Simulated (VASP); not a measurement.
GaP:

```xyz
4
Lattice="1.9168 1.1066 6.3439 -1.9168 1.1066 6.3439 0.0000 -2.2133 6.3439" Properties=species:S:1:pos:R:3 pbc="T T T"
Ga    0.0000    0.0000   10.7458
Ga    0.0000    0.0000    8.2859
P     0.0000    0.0000   17.9395
P     0.0000    0.0000    1.0922
```

Base run:

| Item | Value |
| --- | --- |
| Program | VASP 6.6.1 |
| Functional | r2SCAN |
| Potentials or basis | VASP PAW PBE potentials, release 64 (Ga_d, P) |
| Cutoff | 520 eV |
| k mesh | 8 × 8 × 8 |
| Occupations | fermi-dirac, width 0.05 eV |
| Spin | no spin polarisation |

Its results: band gap on the k mesh 1.08 eV, indirect (least direct gap 1.56 eV); pressure 0.7 GPa; largest force 0.123 eV/Å.

**Question.** The run is repeated on the same cell with these changes: functional from r2SCAN to PBEsol; further incar settings from ALGO = Normal; EDIFF = 1e-07; NBANDS = 26 to ALGO = Normal; EDIFF = 1e-06; NBANDS = 26. What comes out?

**Answer.** Band gap on the k mesh 0.74 eV, indirect (least direct gap 1.09 eV); pressure 0.1 GPa; largest force 0.201 eV/Å.

Caveats: the PAW data sets were made with another functional, which shifts forces and pressure a little.

A k mesh can miss the band edges.
